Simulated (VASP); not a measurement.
Here is a VASP 6.6.1 calculation.

INCAR

```
SYSTEM = KZnF3
PREC     = Accurate       ! precision mode
ENCUT    = 520            ! plane-wave cutoff, eV
EDIFF    = 1E-7           ! SCF threshold, eV
ISMEAR   = 0              ! smearing method
SIGMA    = 0.05           ! smearing width, eV
LREAL    = .FALSE.        ! projectors in reciprocal space
LASPH    = .TRUE.         ! aspherical terms in the spheres
NELM     = 60             ! most SCF steps
ALGO     = Normal         ! electronic algorithm
ISIF     = 2              ! what is computed and relaxed
LWAVE    = .FALSE.        ! write WAVECAR
LCHARG   = .TRUE.         ! write CHGCAR
GGA      = PE             ! functional
LELF     = .TRUE.         ! ELF
LVHAR    = .TRUE.       
NBANDS   = 29             ! bands
```

File KPOINTS:

```
regular mesh
0
G
  6 6 6
  0 0 0
```

POSCAR

```
KZnF3
1.0
    4.5462001499      0.0000000000      0.0000000000
    0.0000000000      4.5462001499      0.0000000000
    0.0000000000      0.0000000000      3.2141635060
K Zn F
1 1 3
Direct
    0.0000000000      0.0000000000      0.0000000000
    0.5000000000      0.5000000000      0.5000000000
    0.5000000000      0.5000000000      0.0000000000
    0.0000000000      0.5000000000      0.5000000000
    0.5000000000      0.0000000000      0.5000000000
```

Potentials or basis: VASP PAW PBE potentials, release 64 (K_sv, Zn, F).

Command:

```sh
$ cat potpaw_PBE.64/K_sv/POTCAR potpaw_PBE.64/Zn/POTCAR potpaw_PBE.64/F/POTCAR > POTCAR
$ mpirun -np 1 vasp_std > vasp.out
```

Question: What does it give for the pressure?

Answer: 21.9 GPa.

Question: What does it give for the band gap on the k mesh?

Answer: 3.73 eV (least direct gap 5.38 eV).

Stress tensor (GPa, compression positive):
```
-0.89  0.00  0.00
 0.00 -0.89  0.00
 0.00  0.00 67.62
```

Caveat: the cell stands under pressure. A k mesh can miss the band edges.
